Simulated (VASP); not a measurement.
Set up this calculation in VASP 6.6.1, as the native input.

```yaml
Task: single point
Functional: r2SCAN
Potentials_or_basis: VASP PAW PBE potentials, release 64 (Y_sv, Li_sv)
Cutoff: 520 eV
k_mesh: 6 × 6 × 6
Occupations: fermi-dirac, width 0.05 eV
Spin: no spin polarisation
Dipole_correction: no
Further_INCAR_settings: ALGO = Normal; EDIFF = 1e-07; NBANDS = 26
```

The system is LiY3.

```
CELL_PARAMETERS angstrom
-2.34196 2.34196 5.54613
2.34196 -2.34196 5.54613
2.34196 2.34196 -5.54613
ATOMIC_POSITIONS crystal
Y 0.50000 0.50000 0.00000
Y 0.25000 0.75000 0.50000
Y 0.75000 0.25000 0.50000
Li 0.00000 0.00000 0.00000
```

The input as run:

POSCAR

```
LiY3
1.0
   -2.3419605102      2.3419605102      5.5461346869
    2.3419605102     -2.3419605102      5.5461346869
    2.3419605102      2.3419605102     -5.5461346869
Y Li
3 1
Direct
    0.5000000000      0.5000000000      0.0000000000
    0.2500000000      0.7500000000      0.5000000000
    0.7500000000      0.2500000000      0.5000000000
    0.0000000000      0.0000000000      0.0000000000
```

INCAR.step1

```
PREC     = Accurate       # precision mode
ENCUT    = 520            # plane-wave cutoff, eV
ISMEAR   = -1             # smearing method
SIGMA    = 0.05           # smearing width, eV
LREAL    = F              # projectors in reciprocal space
LASPH    = T              # aspherical terms in the spheres
NELM     = 80             # most SCF steps
NBANDS   = 26             # bands
GGA      = PE             # functional
ALGO     = Normal         # electronic algorithm
EDIFF    = 1E-4           # SCF threshold, eV
LWAVE    = T              # write WAVECAR
LCHARG   = F              # write CHGCAR
```

INCAR.step2

```
PREC     = Accurate       # precision mode
ENCUT    = 520            # plane-wave cutoff, eV
EDIFF    = 1E-7           # SCF threshold, eV
ISMEAR   = -1             # smearing method
SIGMA    = 0.05           # smearing width, eV
LREAL    = F              # projectors in reciprocal space
LASPH    = T              # aspherical terms in the spheres
NELM     = 80             # most SCF steps
ALGO     = Normal         # electronic algorithm
ISIF     = 2              # what is computed and relaxed
LWAVE    = F              # write WAVECAR
LCHARG   = F              # write CHGCAR
METAGGA  = R2SCAN         # meta-GGA
LMIXTAU  = T            
NBANDS   = 26             # bands
ISTART   = 1
```

KPOINTS

```
Automatic mesh
0
Gamma
  6 6 6
```

Potentials or basis: VASP PAW PBE potentials, release 64 (Y_sv, Li_sv).

Run with:

```bash
$ cat potpaw_PBE.64/Y_sv/POTCAR potpaw_PBE.64/Li_sv/POTCAR > POTCAR
$ cp INCAR.step1 INCAR
$ mpirun -np 1 vasp_std > vasp.out
$ cp INCAR.step2 INCAR
$ mpirun -np 1 vasp_std > vasp.out
```

It gave:

| Property | Result |
| --- | --- |
| Band gap on the k mesh | zero (bands 18 and 19 overlap by 0.43 eV) |

Wall time 8.6 min on 1 thread of Intel(R) Xeon(R) Platinum 8375C CPU @ 2.90GHz (Ice Lake), on a shared host, peak memory 0.42 GiB.
